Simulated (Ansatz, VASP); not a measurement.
# Two plane-wave programs on BeZn5Se6

```xyz
12
Lattice="0.0000 0.0000 6.5393 6.8904 0.0000 0.0000 -3.4452 5.9673 0.0000" Properties=species:S:1:pos:R:3 pbc="T T T"
Be    0.0000    0.0000    0.0197
Zn    3.4452    1.9891    0.0334
Zn    0.0000    3.9782    0.0334
Zn    5.7705    1.9397    3.3127
Zn    2.3253    4.0276    3.3127
Zn    2.2397    0.0000    3.3127
Se    3.4452    1.9891    2.5129
Se    0.0000    3.9782    2.5129
Se    0.0000    0.0000    2.2908
Se    5.8219    1.8506    5.7943
Se    2.3767    4.1166    5.7943
Se    2.1369    0.0000    5.7943
```

Alike in both runs: task single point; functional PBE; k mesh 2 × 3 × 3; occupations gaussian, width 0.1 eV; no spin polarisation.

|  | VASP | Ansatz |
| --- | --- | --- |
| version | VASP 6.6.1 | Ansatz 0.2.0 |
| potentials or method | VASP PAW PBE potentials, release 64 (Be, Zn, Se), cutoff 520 eV | scalar-relativistic, plane waves, PAW |
| valence electrons in the cell | 98 | 158 |

Ansatz gave:

| Property | Result |
| --- | --- |
| gap on the k mesh at the Fermi level (eV) | 1.55 |
| least direct gap on the mesh (eV) | 1.55 |
| pressure (GPa) | 0.0 |
| traceless stress, the component that is largest in VASP (GPa) | -0.06 |
| rms of the force components (eV/Å) | 0.009 |

Estimate VASP's values.

gap on the k mesh at the Fermi level (eV): 1.55; least direct gap on the mesh (eV): 1.55; pressure (GPa): 0.1; traceless stress, the component that is largest in VASP (GPa): -0.06; rms of the force components (eV/Å): 0.008.

Atom by atom the forces differ by 0.003 eV/Å (rms over components). With one functional, cell and mesh, what is left measures potentials, basis and numerics. VASP's potentials hold 98 valence electrons a cell and Ansatz's 158, so a difference there can come from the potentials and not from the codes.

The k mesh is coarse, so the values compare programs but aren't converged.
